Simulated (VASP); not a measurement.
Here is a VASP 6.6.1 calculation.

Contents of INCAR:

```
SYSTEM = CoSi
ALGO = Normal
EDIFF = 1E-6
ENCUT = 600
GGA = PE
GGA_COMPAT = .FALSE.
ISIF = 2
ISMEAR = -1
LASPH = .TRUE.
LCHARG = .FALSE.
LREAL = .FALSE.
LWAVE = .FALSE.
NBANDS = 14
NELM = 120
PREC = Accurate
SIGMA = 0.1
```

KPOINTS

```
k-points
0
G
  14 14 14
  0 0 0
```

The input POSCAR:

```
CoSi
1.0
    2.7803781644      0.0000000000      0.0000000000
    0.0000000000      2.7803781644      0.0000000000
    0.0000000000      0.0000000000      2.7803781644
Co Si
1 1
Direct
    0.0000000000      0.0000000000      0.0000000000
    0.5000000000      0.5000000000      0.5000000000
```

Potentials or basis: VASP PAW PBE potentials, release 64 (Co, Si).

The run is started by

```bash
$ cat potpaw_PBE.64/Co/POTCAR potpaw_PBE.64/Si/POTCAR > POTCAR
$ mpirun -np 1 vasp_std > vasp.out
```

Question: Estimate the pressure.

Answer: -0.2 GPa.

Spin polarisation is off, so any magnetic state and its effect on volume and gap are missing.
